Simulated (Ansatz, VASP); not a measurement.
## NbN2 in VASP and in Ansatz

INCAR

```
SYSTEM = NbN2
ALGO = Normal
EDIFF = 1E-6
EDIFFG = -0.04
ENCUT = 600
GGA = PE
IBRION = 2
ISIF = 3
ISMEAR = 0
LASPH = .TRUE.
LCHARG = .FALSE.
LREAL = .FALSE.
LWAVE = .FALSE.
NELM = 100
NSW = 90
PREC = Accurate
SIGMA = 0.1
```

The input KPOINTS:

```
k-points
0
G
  6 6 6
  0 0 0
```

POSCAR

```
NbN2
1.0
    1.4362729089      0.8292325506      4.3379116020
   -1.4362729089      0.8292325506      4.3379116020
    0.0000000000     -1.6584651012      4.3379116020
Nb N
1 2
Direct
    0.0000000000      0.0000000000      0.0000000000
    0.7500000000      0.7500000000      0.7500000000
    0.2500000000      0.2500000000      0.2500000000
```

Input for Ansatz:

```yaml
crystal:
  lattice:
    - [1.4362729089, 0.8292325506, 4.337911602]
    - [-1.4362729089, 0.8292325506, 4.337911602]
    - [0.0, -1.6584651012, 4.337911602]
  atoms:
    - { symbol: Nb, position: [0.0, 0.0, 0.0] }
    - { symbol: "N", position: [0.75, 0.75, 0.75] }
    - { symbol: "N", position: [0.25, 0.25, 0.25] }
basis:
  ecutwfc: 420
kpoints:
  mp_grid: { grid: [6, 6, 6] }
hamiltonian:
  xc: pbe
scf:
  occupations: { method: gaussian, width: 0.1 }
  lower_state_search: "off"
output:
  forces: true
  stress: true
  eigenvalues: true
relax:
  adjacent_minimum: "off"
  f_tol: 0.04
  max_steps: 70
  cell: { stress_tol: 0.4 }
```

Alike in both runs: task relaxation of cell and atoms; functional PBE; k mesh 6 × 6 × 6; occupations gaussian, width 0.1 eV; no spin polarisation.

|  | VASP | Ansatz |
| --- | --- | --- |
| version | VASP 6.6.1 | Ansatz 0.2.0 |
| potentials or method | VASP PAW PBE potentials, release 64 (Nb_sv, N), cutoff 600 eV | scalar-relativistic, plane waves, PAW |
| valence electrons in the cell | 23 | 23 |

```csv
,VASP,Ansatz,Ansatz less VASP
"gap on the k mesh at the Fermi level, each at its own relaxed structure (eV)",none,none,-
relaxed volume (Å³/atom),13.14,13.18,+0.039
relaxed cell length with the largest relative difference (Å),4.910,4.911,+0.0006
```

A gap of «none» marks a metal or a gap that the smearing closes.

The k mesh is coarse, so the values compare programs but aren't converged. Noted on VASP's run: the volume moved by over 15 % at a fixed basis, so the end points are rough.
